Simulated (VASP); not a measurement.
Runs of VASP 6.6.1 on Na7H. The structure is that of space group I-43m (No. 217), or close to it. The cells are those of the table. 

```csv
task,cell,k mesh,cutoff (eV),gap on the mesh (eV),pressure (GPa),relaxed volume (Å³/atom),largest force (eV/Å)
single point,"a = 6.964 Å, angles 109.5°, 8 atoms",4 × 4 × 4,520,none,0.0,-,0.05
single point,"a = 6.993 Å, angles 109.5°, 8 atoms",8 × 8 × 8,520,none,0.0,-,0.01
single point,"a = 5.756 Å, angles 109.5°, 8 atoms",4 × 4 × 4,520,none,(a),-,0.34
relaxation of cell and atoms,"relaxed from a = 6.964 Å, angles 109.5°, 8 atoms",8 × 8 × 8,600,none,0.0,(b),0.01
relaxation of cell and atoms,"relaxed from a = 5.756 Å, angles 109.5°, 8 atoms",4 × 4 × 4,600,none,0.0,32.43,0.03
```

Alike in all rows: level PBE; potentials or basis VASP PAW PBE potentials, release 64 (Na_pv, H); no spin polarisation; smearing gaussian 0.1 eV.

Question: Fill in the values left out.

Answer: (a) 13.4; (b) 33.04.

Caveats: the volume moved by over 15 % at a fixed basis, so the end points are rough (some runs).

A gap of «none» marks levels without a gap at the run's occupations.
